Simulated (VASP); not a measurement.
Hg: single point with LDA

Crystal: Hg.

```xyz
1
Lattice="0.0000 2.2249 2.2249 2.2249 0.0000 2.2249 2.2249 2.2249 0.0000" Properties=species:S:1:pos:R:3 pbc="T T T"
Hg    0.0000    0.0000    0.0000
```

```yaml
Program: VASP 6.6.1
Task: single point
Functional: LDA
Potentials_or_basis: VASP PAW LDA potentials, release 64 (Hg)
Cutoff: 520 eV
k_mesh: 14 × 14 × 14
Occupations: fermi-dirac, width 0.1 eV
Spin: no spin polarisation
Dipole_correction: no
Further_INCAR_settings: ALGO = Normal; EDIFF = 1e-07; NBANDS = 12
```

The pressure is 0.5 GPa and the band gap on the k mesh is zero (band 6 reaches 3.71 eV, above the bottom of band 7 at 1.64 eV).

Levels at points of the mesh, in eV from the Fermi level:
| k point | band 3 | band 4 | band 5 | band 6 | band 7 | band 8 | band 9 | band 10 |
| --- | --- | --- | --- | --- | --- | --- | --- | --- |
| (0.00, 0.00, 0.00) | -7.18 | -7.18 | -6.43 | -6.43 | 13.75 | 15.33 | 15.33 | 15.33 |
| (0.50, 0.00, 0.00) | -7.18 | -5.81 | -5.81 | -1.91 | -1.40 | 12.97 | 12.97 | 12.99 |
| (0.50, 0.50, 0.00) | -5.85 | -5.65 | -5.65 | -0.42 | 0.81 | 7.14 | 7.14 | 12.05 |

Run time: 14 s on 1 thread of Intel Xeon 6975P-C, with other jobs on the host, peak memory 0.15 GiB.

Caveat: spin-orbit coupling is left out, which moves the levels of the heavy elements.
